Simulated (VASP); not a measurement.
A run of VASP 6.6.1 is set up as follows.

INCAR

```
PREC = Accurate ; ENCUT = 520
EDIFF = 1E-6 ; ISMEAR = 0
SIGMA = 0.1 ; LREAL = F
LASPH = T ; NELM = 100
ALGO = Normal ; ISIF = 2
LWAVE = F ; LCHARG = F
GGA = PE ; NBANDS = 20
```

KPOINTS

```
Automatic mesh
0
Gamma
  6 6 2
```

POSCAR

```
Ta2N
1.0
    3.1128615060      0.0000000000      0.0000000000
   -1.5564307530      2.6958171426      0.0000000000
    0.0000000000      0.0000000000      4.8698410000
Ta N
2 1
Direct
    0.6666666667      0.3333333333      0.7452890000
    0.3333333333      0.6666666667      0.2547110000
    0.0000000000      0.0000000000      0.0000000000
```

Potentials or basis: VASP PAW PBE potentials, release 64 (Ta_pv, N).

Launch:

```sh
$ cat potpaw_PBE.64/Ta_pv/POTCAR potpaw_PBE.64/N/POTCAR > POTCAR
$ mpirun -np 1 vasp_std > vasp.out
```

Predict the pressure.

-1.0 GPa.

Predict the largest force.

0.251 eV/Å.

Stress tensor (GPa, compression positive):
```
-0.86  0.00  0.00
 0.00 -0.86  0.00
 0.00  0.00 -1.21
```

Caveat: the k points lie up to 0.65 Å⁻¹ apart.
